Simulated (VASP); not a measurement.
# CoSi (P2_13) in VASP: notebook

CoSi is run at these levels: PBE; tasks: single point.

Everything below comes from runs of VASP 6.6.1. Logs are shortened: lines on timing, memory, paths and dates and some standing lists are left out, and cuts for length are marked.

## Step 1: The cell of the first run

The structure is cubic, space group P2_13 (No. 198). Conventional cell: a = 4.438 Å, b = 4.438 Å, c = 4.438 Å, α = 90.00°, β = 90.00°, γ = 90.00°. Co (site symmetry 3) has 7 Si at 2.28 to 2.47 Å and 6 Co at 2.72 Å within 3.0 Å. Si (site symmetry 3) has 7 Co at 2.28 to 2.47 Å and 6 Si at 2.75 Å within 3.0 Å.

## Step 2: Single point, PBE

INCAR

```
PREC = Accurate ; ENCUT = 520
EDIFF = 1E-6 ; ISMEAR = 0
SIGMA = 0.1 ; LREAL = False
LASPH = True ; NELM = 60
ALGO = Normal ; ISIF = 2
LWAVE = False ; LCHARG = False
GGA = PE ; NBANDS = 36
```

KPOINTS

```
Automatic mesh
0
Gamma
  4 4 4
```

POSCAR

```
CoSi
1.0
    4.4380000000      0.0000000000      0.0000000000
    0.0000000000      4.4380000000      0.0000000000
    0.0000000000      0.0000000000      4.4380000000
Co Si
4 4
Direct
    0.1400000000      0.1400000000      0.1400000000
    0.3600000000      0.8600000000      0.6400000000
    0.6400000000      0.3600000000      0.8600000000
    0.8600000000      0.6400000000      0.3600000000
    0.8430000000      0.8430000000      0.8430000000
    0.6570000000      0.1570000000      0.3430000000
    0.3430000000      0.6570000000      0.1570000000
    0.1570000000      0.3430000000      0.6570000000
```

Potentials or basis: VASP PAW PBE potentials, release 64 (Co, Si).

On the command line:

```console
cat potpaw_PBE.64/Co/POTCAR potpaw_PBE.64/Si/POTCAR > POTCAR
mpirun -np 1 vasp_std > vasp.out
```

OUTCAR:

```text
PREC = Accurate
   ENCUT = 520
   EDIFF = 1E-6
   ISMEAR = 0
   LREAL = False
   LASPH = True
   NELM = 60
   ISIF = 2
   GGA = PE

 ion  position               nearest neighbor table
   1  0.140  0.140  0.140-   5 2.28   6 2.33   7 2.33   8 2.33   7 2.47   8 2.47   6 2.47   2 2.72
                             4 2.72   2 2.72   4 2.72   3 2.72   3 2.72
   2  0.360  0.860  0.640-   6 2.28   5 2.33   7 2.33   8 2.33   7 2.47   8 2.47   5 2.47   1 2.72
                             3 2.72   1 2.72   3 2.72   4 2.72   4 2.72
   3  0.640  0.360  0.860-   7 2.28   6 2.33   5 2.33   8 2.33   8 2.47   6 2.47   5 2.47   4 2.72
                             2 2.72   2 2.72   4 2.72   1 2.72   1 2.72
   4  0.860  0.640  0.360-   8 2.28   6 2.33   7 2.33   5 2.33   6 2.47   5 2.47   7 2.47   3 2.72
                             1 2.72   1 2.72   3 2.72   2 2.72   2 2.72
   5  0.843  0.843  0.843-   1 2.28   2 2.33   3 2.33   4 2.33   3 2.47   4 2.47   2 2.47   6 2.75
                             7 2.75   8 2.75   6 2.75   8 2.75   7 2.75
   6  0.657  0.157  0.343-   2 2.28   1 2.33   3 2.33   4 2.33   3 2.47   4 2.47   1 2.47   8 2.75
                             5 2.75   5 2.75   7 2.75   7 2.75   8 2.75
   7  0.343  0.657  0.157-   3 2.28   2 2.33   1 2.33   4 2.33   4 2.47   2 2.47   1 2.47   8 2.75
                             5 2.75   8 2.75   6 2.75   6 2.75   5 2.75
   8  0.157  0.343  0.657-   4 2.28   2 2.33   3 2.33   1 2.33   2 2.47   1 2.47   3 2.47   7 2.75
                             5 2.75   7 2.75   5 2.75   6 2.75   6 2.75

  LATTYP: Found a simple cubic cell.
 ALAT       =     4.4380000000

  Lattice vectors:

 A1 = (   4.4380000000,   0.0000000000,   0.0000000000)
 A2 = (   0.0000000000,   4.4380000000,   0.0000000000)
 A3 = (   0.0000000000,   0.0000000000,   4.4380000000)

Analysis of symmetry for initial positions (statically):
=====================================================================
 Subroutine PRICEL returns:
 Original cell was already a primitive cell.

 Routine SETGRP: Setting up the symmetry group for a
 simple cubic supercell.

 Subroutine GETGRP returns: Found 12 space group operations
 (whereof  3 operations were pure point group operations)
 out of a pool of 48 trial point group operations.

The static configuration has the point symmetry C_3 .
 The point group associated with its full space group is T   .

Analysis of symmetry for dynamics (positions and initial velocities):
=====================================================================
 Subroutine PRICEL returns:
 Original cell was already a primitive cell.

 Routine SETGRP: Setting up the symmetry group for a
 simple cubic supercell.

 Subroutine GETGRP returns: Found 12 space group operations
 (whereof  3 operations were pure point group operations)
 out of a pool of 48 trial point group operations.

The dynamic configuration has the point symmetry C_3 .
 The point group associated with its full space group is T   .

 Subroutine INISYM returns: Found 12 space group operations
 (whereof  3 operations are pure point group operations),
 and found     1 'primitive' translations

----------------------------------------------------------------------------------------

                                     Primitive cell

  volume of cell :      87.4102

  direct lattice vectors                    reciprocal lattice vectors
     4.438000000  0.000000000  0.000000000     0.225326724  0.000000000  0.000000000
     0.000000000  4.438000000  0.000000000     0.000000000  0.225326724  0.000000000
     0.000000000  0.000000000  4.438000000     0.000000000  0.000000000  0.225326724

  length of vectors
     4.438000000  4.438000000  4.438000000     0.225326724  0.225326724  0.225326724

  position of ions in fractional coordinates (direct lattice)
     0.140000000  0.140000000  0.140000000
     0.360000000  0.860000000  0.640000000
     0.640000000  0.360000000  0.860000000
     0.860000000  0.640000000  0.360000000
     0.843000000  0.843000000  0.843000000
     0.657000000  0.157000000  0.343000000
     0.343000000  0.657000000  0.157000000
     0.157000000  0.343000000  0.657000000

  ion indices of the primitive-cell ions
   primitive index   ion index
                 1           1
                 2           2
                 3           3
                 4           4
                 5           5
                 6           6
                 7           7
                 8           8

----------------------------------------------------------------------------------------

 KPOINTS: Automatic mesh

Automatic generation of k-mesh.
 Grid dimensions read from file:
 generate k-points for:    4    4    4

 Generating k-lattice:

  Cartesian coordinates                     Fractional coordinates (reciprocal lattice)
     0.056331681  0.000000000  0.000000000     0.250000000  0.000000000  0.000000000
     0.000000000  0.056331681  0.000000000     0.000000000  0.250000000  0.000000000
     0.000000000  0.000000000  0.056331681     0.000000000  0.000000000  0.250000000

  Length of vectors
     0.056331681  0.056331681  0.056331681

  Shift w.r.t. Gamma in fractional coordinates (k-lattice)
     0.000000000  0.000000000  0.000000000

 Subroutine IBZKPT returns following result:
 ===========================================

 Found     11 irreducible k-points:

 Following reciprocal coordinates:
            Coordinates               Weight
  0.000000  0.000000  0.000000      1.000000
  0.250000  0.000000  0.000000      6.000000
  0.500000  0.000000  0.000000      3.000000
  0.250000  0.250000  0.000000     12.000000
  0.500000  0.250000  0.000000      6.000000
 -0.250000  0.500000  0.000000      6.000000
  0.500000  0.500000  0.000000      3.000000
  0.250000  0.250000  0.250000      8.000000
  0.500000  0.250000  0.250000     12.000000
  0.500000  0.500000  0.250000      6.000000
  0.500000  0.500000  0.500000      1.000000
   k-points           NKPTS =     11   k-points in BZ     NKDIM =     11   number of bands    NBANDS=     36
   number of dos      NEDOS =    301   number of ions     NIONS =      8
   total plane-waves  NPLWV =  46656
   dimension x,y,z NGX =    36 NGY =   36 NGZ =   36
   dimension x,y,z NGXF=    72 NGYF=   72 NGZF=   72
   ions per type =               4   4
   NGX,Y,Z   is equivalent  to a cutoff of  13.49, 13.49, 13.49 a.u.
   NGXF,Y,Z  is equivalent  to a cutoff of  26.97, 26.97, 26.97 a.u.
 SYSTEM =  unknown system
   PREC   = accura    normal or accurate (medium, high low for compatibility)
   ISTART =      0    job   : 0-new  1-cont  2-samecut
   ICHARG =      2    charge: 1-file 2-atom 10-const
   ISPIN  =      1    spin polarized calculation?
   LNONCOLLINEAR =      F non collinear calculations
   LSORBIT =      F    spin-orbit coupling
   LASPH  =      T    aspherical Exc in radial PAW
   ENCUT  =  520.0 eV  38.22 Ry    6.18 a.u.   8.25  8.25  8.25*2*pi/ulx,y,z
   NELM   =     60;   NELMIN=  2; NELMDL= -5     # of ELM steps
   EDIFF  = 0.1E-05   stopping-criterion for ELM
   LREAL  =      F    real-space projection
   EDIFFG = 0.1E-04   stopping-criterion for IOM
   NSW    =      0    number of steps for IOM
   IBRION =     -1    ionic relax: 0-MD 1-quasi-New 2-CG
   NFREE  =      0    steps in history (QN), initial steepest desc. (CG)
   ISIF   =      2    stress and relaxation
   ISYM   =      2    0-nonsym 1-usesym 2-fastsym
   POTIM  = 0.5000    time-step for ionic-motion
   TEBEG  =    0.0;   TEEND  =   0.0 temperature during run
   PSTRESS=    0.0 pullay stress
   NELECT =      52.0000    total number of electrons
   NUPDOWN=      -1.0000    fix difference up-down
   EMIN   =  10.00;   EMAX   =-10.00  energy-range for DOS
   EFERMI =   0.00;   METHOD = LEGACY
   ISMEAR =     0;   SIGMA  =   0.10  broadening in eV -4-tet -1-fermi 0-gaus
   EFERMI_NEDOS =   21; number of points for ismear=-14 and -15
   IALGO  =     38    algorithm
   IMIX   =      4    mixing-type and parameters
     AMIX     =   0.40;   BMIX     =  1.00
     AMIX_MAG =   1.60;   BMIX_MAG =  1.00
  volume/ion in A,a.u.               =      10.93        73.73
  Fermi-wavevector in a.u.,A,eV,Ry     =   1.376856  2.601881 25.793021  1.895734
  Thomas-Fermi vector in A             =   2.502063
   LORBIT       =      0    0 simple, 1 ext, 2 COOP (PROOUT), +10 PAW based schemes
   GGA     = PE    functional components
   LHFCALC =     F    Hartree Fock is set to
   AEXX    =    0.0000 exact exchange contribution
   IVDW    =     0    specifies the selected vdW correction
   LEPSILON=     F    determine dielectric tensor
   LRPA    =     F    only Hartree local field effects (RPA)
 non-spin polarized calculation
 Gauss-broadening in eV      SIGMA  =   0.10
  energy-cutoff  :      520.00
  volume of cell :       87.41
 maximum number of plane-waves:      2373
 NGX is ok and might be reduce to    36
   NGX = 17   NGY = 17   NGZ = 17

 number of electron      51.9999992 magnetization

 Free energy of the ion-electron system (eV)
  ---------------------------------------------------
  ext. energy  EPLUGINS =         0.00000000
  ---------------------------------------------------
  free energy    TOTEN  =       -54.73853932 eV

  energy without entropy =      -54.73003035  energy(sigma->0) =      -54.73428483

 E-fermi :  12.0700     XC(G=0): -12.8394

 val. band max:       12.0446381838   @ k =   0.0000   0.0000   0.0000
 cond. band min:      12.3070688163   @ k =   0.5000   0.5000   0.2500
 fundamental gap:      0.2624306325
 Fermi energy:        12.0700178506

 k-point     1 :       0.0000    0.0000    0.0000
  band No.  band energies     occupation
      1      -1.5955      2.00000
      2       3.8866      2.00000
      3       3.8866      2.00000
      4       3.8866      2.00000
      5       6.5963      2.00000
      6       6.5963      2.00000
[... 28 lines left out ...]
     35      15.5890      0.00000
     36      17.0054      0.00000
[... 359 lines left out ...]
      6       5.1375      2.00000
[... 28 lines left out ...]
     35      17.7515      0.00000
     36      17.7515      0.00000

------------------------ aborting loop because EDIFF is reached ----------------------------------------

  FORCE on cell =-STRESS in cart. coord.  units (eV):
  Direction    XX          YY          ZZ          XY          YZ          ZX
  --------------------------------------------------------------------------------------
  -------------------------------------------------------------------------------------
  Total       -0.1932288     -0.1932288     -0.1932288     -0.0000000      0.0000000      0.0000000
  in kB       -3.5417707     -3.5417707     -3.5417707     -0.0000000      0.0000000      0.0000000
  external PRESSURE =      -3.5417707 kB  Pullay stress =       0.0000000 kB

 VOLUME and BASIS-vectors are now :
 -----------------------------------------------------------------------------
  energy-cutoff  :      520.00
  volume of cell :       87.41
      direct lattice vectors                 reciprocal lattice vectors
     4.438000000  0.000000000  0.000000000     0.225326724  0.000000000  0.000000000
     0.000000000  4.438000000  0.000000000     0.000000000  0.225326724  0.000000000
     0.000000000  0.000000000  4.438000000     0.000000000  0.000000000  0.225326724

 POSITION                                       TOTAL-FORCE (eV/Angst)
 -----------------------------------------------------------------------------------
      0.62132      0.62132      0.62132         0.157012      0.157012      0.157012
      1.59768      3.81668      2.84032        -0.157012     -0.157012      0.157012
      2.84032      1.59768      3.81668         0.157012     -0.157012     -0.157012
      3.81668      2.84032      1.59768        -0.157012      0.157012     -0.157012
      3.74123      3.74123      3.74123        -0.018941     -0.018941     -0.018941
      2.91577      0.69677      1.52223         0.018941      0.018941     -0.018941
      1.52223      2.91577      0.69677        -0.018941      0.018941      0.018941
      0.69677      1.52223      2.91577         0.018941     -0.018941      0.018941
 -----------------------------------------------------------------------------------
    total drift:                               -0.000000      0.000000      0.000000

  FREE ENERGIE OF THE ION-ELECTRON SYSTEM (eV)
  ---------------------------------------------------
  free  energy   TOTEN  =       -54.7385393156 eV

  energy  without entropy=      -54.7300303473  energy(sigma->0) =      -54.73428483
```

It took 51 s on 1 thread of AMD EPYC 7R43 (Zen 3), shared host; peak memory 0.16 GiB.

What came out:

```
Free energy            : -54.7385 eV
Pressure               : -0.4 GPa
Largest force          : 0.272 eV/Å
Band gap on the k mesh : zero (band 26 reaches 12.04 eV, above the bottom of band 27 at 11.85 eV)
```

Forces on the atoms (eV/Å):
```
Co   0.157  0.157  0.157
Co  -0.157 -0.157  0.157
Co   0.157 -0.157 -0.157
Co  -0.157  0.157 -0.157
Si  -0.019 -0.019 -0.019
Si   0.019  0.019 -0.019
Si  -0.019  0.019  0.019
Si   0.019 -0.019  0.019
```

Levels at points of the mesh, in eV from the Fermi level:
| k point | band 24 | band 25 | band 26 | band 27 | band 28 | band 29 |
| --- | --- | --- | --- | --- | --- | --- |
| (0.00, 0.00, 0.00) | -0.79 | -0.03 | -0.03 | -0.03 | 2.44 | 2.44 |
| (0.50, 0.00, 0.00) | -0.68 | -0.48 | -0.48 | 0.98 | 0.98 | 1.44 |
| (0.50, 0.50, 0.00) | -1.02 | -0.04 | -0.04 | 0.55 | 0.55 | 1.97 |
| (0.50, 0.50, 0.50) | -1.23 | -0.22 | -0.22 | -0.22 | -0.22 | 5.32 |

Spin polarisation is off, so any magnetic state and its effect on volume and gap are missing.

(Continued in part 2 of 2.)
